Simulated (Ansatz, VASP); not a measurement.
# Mg in VASP and in Ansatz

```xyz
6
Lattice="6.1206 0.0000 0.0000 -2.4459 4.8879 0.0000 2.6244 -1.9716 5.0701" Properties=species:S:1:pos:R:3 pbc="T T T"
Mg   -0.2124    2.6255    0.3079
Mg    0.1460    2.7169    2.9434
Mg    6.0417   -1.2794    4.4747
Mg    1.4959   -0.2493    0.7743
Mg    3.1529   -0.4494    3.8318
Mg    4.7080    0.7076    3.4638
```

Alike in both runs: task relaxation of cell and atoms; functional PBE; k mesh 4 × 4 × 4; occupations gaussian, width 0.1 eV; no spin polarisation.

```csv
,VASP,Ansatz
version,VASP 6.6.1,Ansatz 0.2.0
potentials or method,"VASP PAW PBE potentials, release 64 (Mg), cutoff 600 eV","scalar-relativistic, plane waves, PAW"
valence electrons in the cell,12,60
```

```csv
,VASP,Ansatz,Ansatz less VASP
"gap on the k mesh at the Fermi level, each at its own relaxed structure (eV)",none,none,-
relaxed volume (Å³/atom),22.99,23.04,+0.045
relaxed cell length with the largest relative difference (Å),5.483,5.482,-0.0009
```

A gap of «none» marks a metal or a gap that the smearing closes. VASP's potentials hold 12 valence electrons a cell and Ansatz's 60, so a difference there can come from the potentials and not from the codes.
